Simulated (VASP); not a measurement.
# Pd (Fd-3m) in VASP: notebook

Runs on Pd. Level: LDA. Tasks: relaxation of cell and atoms.

All numbers are computed with VASP 6.6.1; they aren't measurements. Logs are shortened: lines on timing, memory, paths and dates and some standing lists are left out, and cuts for length are marked.

**1. The cell of the first run**

It takes space group Fd-3m (No. 227, cubic). Conventional cell: a = 5.350 Å, b = 5.350 Å, c = 5.350 Å, α = 90.00°, β = 90.00°, γ = 90.00°. Within 3.1 Å of Pd (site symmetry -43m) lie 4 Pd at 2.32 Å.

This isn't the form of Pd at room conditions, which is fcc.

**2. Relaxation of cell and atoms, LDA**

INCAR

```
PREC     = Accurate       # precision mode
ENCUT    = 500            # plane-wave cutoff, eV
EDIFF    = 1E-7           # SCF threshold, eV
ISMEAR   = -1             # smearing method
SIGMA    = 0.05           # smearing width, eV
LREAL    = F              # projectors in reciprocal space
LASPH    = T              # aspherical terms in the spheres
NELM     = 120            # most SCF steps
ALGO     = Normal         # electronic algorithm
ISIF     = 3              # what is computed and relaxed
LWAVE    = F              # write WAVECAR
LCHARG   = F              # write CHGCAR
GGA      = CA             # functional
IBRION   = 2              # ionic algorithm
NSW      = 60             # ionic steps
EDIFFG   = -0.02          # ionic threshold
GGA_COMPAT= F            
NELMIN   = 4
```

KPOINTS

```
Automatic mesh
0
Gamma
  8 8 8
```

POSCAR

```
Pd
1.0
    0.0000000000      2.6750000000      2.6750000000
    2.6750000000      0.0000000000      2.6750000000
    2.6750000000      2.6750000000      0.0000000000
Pd
2
Direct
    1.0000000000      1.0000000000      1.0000000000
    0.2500000000      0.2500000000      0.2500000000
```

Potentials or basis: VASP PAW LDA potentials, release 64 (Pd).

Started as:

```
$ cat potpaw_LDA.64/Pd/POTCAR > POTCAR
$ mpirun -np 1 vasp_std > vasp.out
```

OUTCAR:

```text
PREC = Accurate
   ENCUT = 500
   EDIFF = 1E-7
   ISMEAR = -1
   LREAL = F
   LASPH = T
   NELM = 120
   ISIF = 3
   GGA = CA
   IBRION = 2
   NSW = 60
   EDIFFG = -0.02
   NELMIN = 4

 ion  position               nearest neighbor table
   1  0.000  0.000  0.000-   2 2.32   2 2.32   2 2.32   2 2.32
   2  0.250  0.250  0.250-   1 2.32   1 2.32   1 2.32   1 2.32

  LATTYP: Found a face centered cubic cell.
 ALAT       =     5.3500000000

  Lattice vectors:

 A1 = (   0.0000000000,   2.6750000000,   2.6750000000)
 A2 = (   2.6750000000,   0.0000000000,   2.6750000000)
 A3 = (   2.6750000000,   2.6750000000,   0.0000000000)

Analysis of symmetry for initial positions (statically):
=====================================================================
 Subroutine PRICEL returns:
 Original cell was already a primitive cell.

 Routine SETGRP: Setting up the symmetry group for a
 face centered cubic supercell.

 Subroutine GETGRP returns: Found 48 space group operations
 (whereof 24 operations were pure point group operations)
 out of a pool of 48 trial point group operations.

The static configuration has the point symmetry T_d .
 The point group associated with its full space group is O_h .

Analysis of symmetry for dynamics (positions and initial velocities):
=====================================================================
 Subroutine PRICEL returns:
 Original cell was already a primitive cell.

 Routine SETGRP: Setting up the symmetry group for a
 face centered cubic supercell.

 Subroutine GETGRP returns: Found 48 space group operations
 (whereof 24 operations were pure point group operations)
 out of a pool of 48 trial point group operations.

The dynamic configuration has the point symmetry T_d .
 The point group associated with its full space group is O_h .

 Subroutine INISYM returns: Found 48 space group operations
 (whereof 24 operations are pure point group operations),
 and found     1 'primitive' translations

----------------------------------------------------------------------------------------

                                     Primitive cell

  volume of cell :      38.2826

  direct lattice vectors                    reciprocal lattice vectors
     0.000000000  2.675000000  2.675000000    -0.186915888  0.186915888  0.186915888
     2.675000000  0.000000000  2.675000000     0.186915888 -0.186915888  0.186915888
     2.675000000  2.675000000  0.000000000     0.186915888  0.186915888 -0.186915888

  length of vectors
     3.783021279  3.783021279  3.783021279     0.323747814  0.323747814  0.323747814

  position of ions in fractional coordinates (direct lattice)
     0.000000000  0.000000000  0.000000000
     0.250000000  0.250000000  0.250000000

  ion indices of the primitive-cell ions
   primitive index   ion index
                 1           1
                 2           2

----------------------------------------------------------------------------------------

 KPOINTS: Automatic mesh

Automatic generation of k-mesh.
 Grid dimensions read from file:
 generate k-points for:    8    8    8

 Generating k-lattice:

  Cartesian coordinates                     Fractional coordinates (reciprocal lattice)
    -0.023364486  0.023364486  0.023364486     0.125000000  0.000000000  0.000000000
     0.023364486 -0.023364486  0.023364486     0.000000000  0.125000000  0.000000000
     0.023364486  0.023364486 -0.023364486     0.000000000  0.000000000  0.125000000

  Length of vectors
     0.040468477  0.040468477  0.040468477

  Shift w.r.t. Gamma in fractional coordinates (k-lattice)
     0.000000000  0.000000000  0.000000000

 Subroutine IBZKPT returns following result:
 ===========================================

 Found     29 irreducible k-points:

 Following reciprocal coordinates:
            Coordinates               Weight
  0.000000  0.000000  0.000000      1.000000
  0.125000  0.000000  0.000000      8.000000
  0.250000  0.000000  0.000000      8.000000
  0.375000  0.000000  0.000000      8.000000
  0.500000  0.000000  0.000000      4.000000
  0.125000  0.125000  0.000000      6.000000
[... 16 lines left out ...]
  0.500000  0.250000  0.125000     48.000000
 -0.375000  0.250000  0.125000     24.000000
 [... further k-points ...]
   k-points           NKPTS =     29   k-points in BZ     NKDIM =     29   number of bands    NBANDS=     14
   number of dos      NEDOS =    301   number of ions     NIONS =      2
   total plane-waves  NPLWV =  21952
   dimension x,y,z NGX =    28 NGY =   28 NGZ =   28
   dimension x,y,z NGXF=    56 NGYF=   56 NGZF=   56
   ions per type =               2
   NGX,Y,Z   is equivalent  to a cutoff of  12.30, 12.30, 12.30 a.u.
   NGXF,Y,Z  is equivalent  to a cutoff of  24.61, 24.61, 24.61 a.u.
 SYSTEM =  unknown system
   PREC   = accura    normal or accurate (medium, high low for compatibility)
   ISTART =      0    job   : 0-new  1-cont  2-samecut
   ICHARG =      2    charge: 1-file 2-atom 10-const
   ISPIN  =      1    spin polarized calculation?
   LNONCOLLINEAR =      F non collinear calculations
   LSORBIT =      F    spin-orbit coupling
   LASPH  =      T    aspherical Exc in radial PAW
   ENCUT  =  500.0 eV  36.75 Ry    6.06 a.u.   6.90  6.90  6.90*2*pi/ulx,y,z
   NELM   =    120;   NELMIN=  4; NELMDL= -5     # of ELM steps
   EDIFF  = 0.1E-06   stopping-criterion for ELM
   LREAL  =      F    real-space projection
   EDIFFG = -.2E-01   stopping-criterion for IOM
   NSW    =     60    number of steps for IOM
   IBRION =      2    ionic relax: 0-MD 1-quasi-New 2-CG
   NFREE  =      1    steps in history (QN), initial steepest desc. (CG)
   ISIF   =      3    stress and relaxation
   ISYM   =      2    0-nonsym 1-usesym 2-fastsym
   POTIM  = 0.5000    time-step for ionic-motion
   TEBEG  =    0.0;   TEEND  =   0.0 temperature during run
   PSTRESS=    0.0 pullay stress
   NELECT =      20.0000    total number of electrons
   NUPDOWN=      -1.0000    fix difference up-down
   EMIN   =  10.00;   EMAX   =-10.00  energy-range for DOS
   EFERMI =   0.00;   METHOD = LEGACY
   ISMEAR =    -1;   SIGMA  =   0.05  broadening in eV -4-tet -1-fermi 0-gaus
   EFERMI_NEDOS =   21; number of points for ismear=-14 and -15
   IALGO  =     38    algorithm
   IMIX   =      4    mixing-type and parameters
     AMIX     =   0.40;   BMIX     =  1.00
     AMIX_MAG =   1.60;   BMIX_MAG =  1.00
  volume/ion in A,a.u.               =      19.14       129.17
  Fermi-wavevector in a.u.,A,eV,Ry     =   1.318513  2.491628 23.653405  1.738476
  Thomas-Fermi vector in A             =   2.448477
   LORBIT       =      0    0 simple, 1 ext, 2 COOP (PROOUT), +10 PAW based schemes
   GGA     = CA    functional components
   LHFCALC =     F    Hartree Fock is set to
   AEXX    =    0.0000 exact exchange contribution
   IVDW    =     0    specifies the selected vdW correction
   LEPSILON=     F    determine dielectric tensor
   LRPA    =     F    only Hartree local field effects (RPA)
 conjugate gradient relaxation of ions
 non-spin polarized calculation
  energy-cutoff  :      500.00
  volume of cell :       38.28
 maximum number of plane-waves:       982
   NGX = 13   NGY = 13   NGZ = 13

--------------------------------------- Ionic step        1  -------------------------------------------

 number of electron      20.0000009 magnetization

 Free energy of the ion-electron system (eV)
  ---------------------------------------------------
  ext. energy  EPLUGINS =         0.00000000
  ---------------------------------------------------
  free energy    TOTEN  =        -9.89473561 eV

  energy without entropy =       -9.84820256  energy(sigma->0) =       -9.87146909

------------------------ aborting loop because EDIFF is reached ----------------------------------------

  FORCE on cell =-STRESS in cart. coord.  units (eV):
  Direction    XX          YY          ZZ          XY          YZ          ZX
  --------------------------------------------------------------------------------------
  -------------------------------------------------------------------------------------
  Total        4.7404142      4.7404142      4.7404142     -0.0000000     -0.0000000      0.0000000
  in kB      198.3926218    198.3926218    198.3926218     -0.0000000     -0.0000000      0.0000000
  external PRESSURE =     198.3926218 kB  Pullay stress =       0.0000000 kB
[... 21 lines left out ...]
  energy  without entropy=       -9.8482025608  energy(sigma->0) =       -9.87146909

--------------------------------------- Ionic step        2  -------------------------------------------

 number of electron      20.0000012 magnetization

 E-fermi :   2.8160     XC(G=0):  -9.9132

 val. band max:        2.8033332377   @ k =   0.2500   0.1250   0.0000
 cond. band min:       2.8242754648   @ k =  -0.2500   0.2500   0.0000
 fundamental gap:      0.0209422272
 Fermi energy:         2.8160161557

 k-point     1 :       0.0000    0.0000    0.0000
  band No.  band energies     occupation
      1      -1.3167      2.00000
      2      -0.0892      2.00000
      3      -0.0892      2.00000
      4      -0.0202      2.00000
      5      -0.0202      2.00000
      6      -0.0202      2.00000
      7       1.6601      2.00000
      8       1.6601      2.00000
      9       1.6601      2.00000
     10       2.6728      1.89203
     11       2.6728      1.89203
     12      13.6953      0.00000
     13      13.6953      0.00000
     14      13.6953      0.00000
[... 460 lines left out ...]
  energy  without entropy=      -10.1480264402  energy(sigma->0) =      -10.17680579

--------------------------------------- Ionic step        4  -------------------------------------------

 number of electron      20.0000010 magnetization

 Free energy of the ion-electron system (eV)
  ---------------------------------------------------
  ext. energy  EPLUGINS =         0.00000000
  ---------------------------------------------------
  free energy    TOTEN  =       -10.20602933 eV

  energy without entropy =      -10.14875229  energy(sigma->0) =      -10.17739081

 E-fermi :   4.7191     XC(G=0): -10.8606

 val. band max:        4.7158467388   @ k =  -0.2500   0.1250   0.0000
 cond. band min:       4.7383471832   @ k =   0.2500   0.1250   0.0000
 fundamental gap:      0.0225004444
 Fermi energy:         4.7191251414

 k-point     1 :       0.0000    0.0000    0.0000
  band No.  band energies     occupation
      1      -0.3679      2.00000
      2       0.8824      2.00000
      3       0.8824      2.00000
      4       1.0630      2.00000
      5       1.0630      2.00000
      6       1.0630      2.00000
      7       3.1867      2.00000
      8       3.1867      2.00000
      9       3.1867      2.00000
     10       4.5732      1.89752
     11       4.5732      1.89752
     12      17.0312      0.00000
     13      17.0312      0.00000
     14      17.0312      0.00000
[... 420 lines left out ...]
  FREE ENERGIE OF THE ION-ELECTRON SYSTEM (eV)
  ---------------------------------------------------
  free  energy   TOTEN  =       -10.2060293268 eV

  energy  without entropy=      -10.1487522948  energy(sigma->0) =      -10.17739081

 reached required accuracy - stopping structural energy minimisation
```

It took 60 s on 1 thread of AMD EPYC 7R43 (Zen 3), shared host; peak memory 0.11 GiB.

What came out:

```
Free energy                           : -10.2060 eV
Relaxed volume                        : 22.08 Å³/atom
Relaxed cell                          : a = 3.967 Å, b = 3.967 Å, c = 3.967 Å, α = 60.00°, β = 60.00°, γ = 60.00°
Space group after relaxing (to 0.1 Å) : Fd-3m (No. 227)
Energy gained by relaxing             : 155.6 meV/atom
Ionic steps                           : 4
Pressure after relaxing               : -0.1 GPa
Band gap on the k mesh                : zero (bands 10 and 11 overlap by 0.43 eV)
```

The path:
```csv
step,energy change (eV),largest force (eV/Å),pressure (GPa),volume (Å³)
1,0.0000,0.0000,19.84,38.28
2,0.0533,0.0000,-10.99,52.97
3,-0.3108,0.0000,-0.58,44.37
4,-0.3113,0.0000,-0.12,44.16
```

Final structure:
```cif
data_structure
_symmetry_space_group_name_H-M 'P 1'
_symmetry_Int_Tables_number 1
_cell_length_a 3.9675
_cell_length_b 3.9675
_cell_length_c 3.9675
_cell_angle_alpha 60.000
_cell_angle_beta 60.000
_cell_angle_gamma 60.000
_cell_volume 44.16
loop_
_atom_site_label
_atom_site_type_symbol
_atom_site_fract_x
_atom_site_fract_y
_atom_site_fract_z
_atom_site_occupancy
Pd1 Pd 0.00000 0.00000 0.00000 1
Pd2 Pd 0.25000 0.25000 0.25000 1
```

Levels at points of the mesh, in eV from the Fermi level:
| k point | band 8 | band 9 | band 10 | band 11 | band 12 | band 13 |
| --- | --- | --- | --- | --- | --- | --- |
| (0.00, 0.00, 0.00) | -1.53 | -1.53 | -0.15 | -0.15 | 12.31 | 12.31 |
| (0.50, 0.00, 0.00) | -1.14 | -0.36 | -0.36 | -0.31 | 1.38 | 8.92 |
| (0.50, 0.50, 0.00) | -2.08 | -0.16 | -0.16 | 2.00 | 2.00 | 4.85 |

Caveat: the volume moved by over 15 % at a fixed basis, so the end points are rough.

**3. Relaxation of cell and atoms, LDA, target pressure 5 GPa, at which the enthalpy is minimised**

INCAR

```
SYSTEM = Pd
ALGO = Normal
EDIFF = 1E-7
EDIFFG = -0.02
ENCUT = 500
GGA_COMPAT = .False.
IBRION = 2
ISIF = 3
ISMEAR = -1
LASPH = .True.
LCHARG = .False.
LREAL = .False.
LWAVE = .False.
NELM = 120
NELMIN = 4
NSW = 60
PREC = Accurate
PSTRESS = 50.0
SIGMA = 0.05
```

KPOINTS

```
k-points
0
Gamma
  8 8 8
  0 0 0
```

POSCAR is that of step 2.

Potentials or basis: VASP PAW LDA potentials, release 64 (Pd).

Started as:

```
$ cat potpaw_LDA.64/Pd/POTCAR > POTCAR
$ mpirun -np 1 vasp_std > vasp.out
```

It took 65 s on 1 thread of AMD EPYC 7R43 (Zen 3), shared host; peak memory 0.11 GiB.

The run converged. Its results:

```
Free energy                                                : -10.1775 eV
Relaxed volume                                             : 21.08 Å³/atom
Relaxed cell                                               : a = 3.906 Å, b = 3.906 Å, c = 3.906 Å, α = 60.00°, β = 60.00°, γ = 60.00°
Space group after relaxing (to 0.1 Å)                      : Fd-3m (No. 227)
Energy change on relaxing (the run minimises the enthalpy) : -141.4 meV/atom
Ionic steps                                                : 4
Pressure after relaxing                                    : 4.9 GPa
Band gap on the k mesh                                     : zero (bands 10 and 11 overlap by 0.51 eV)
```

The path:
```tsv
step	energy change (eV)	largest force (eV/Å)	pressure (GPa)	volume (Å³)
1	0.0000	0.0000	19.84	38.28
2	-0.1829	0.0000	-7.61	48.97
3	-0.2871	0.0000	4.50	42.30
4	-0.2828	0.0000	4.91	42.15
```

Final structure:
```xyz
2
Lattice="0.0000 2.7622 2.7622 2.7622 0.0000 2.7622 2.7622 2.7622 0.0000" Properties=species:S:1:pos:R:3 pbc="T T T"
Pd    0.0000    0.0000    0.0000
Pd    1.3811    1.3811    1.3811
```

Levels at points of the mesh, in eV from the Fermi level:
| k point | band 8 | band 9 | band 10 | band 11 | band 12 | band 13 |
| --- | --- | --- | --- | --- | --- | --- |
| (0.00, 0.00, 0.00) | -1.65 | -1.65 | -0.14 | -0.14 | 12.67 | 12.67 |
| (0.50, 0.00, 0.00) | -1.22 | -0.46 | -0.39 | -0.39 | 1.44 | 9.19 |
| (0.50, 0.50, 0.00) | -2.23 | -0.17 | -0.17 | 2.05 | 2.05 | 4.89 |

Caveat: the cell is relaxed towards a set pressure, so the run minimises the enthalpy, not the energy.
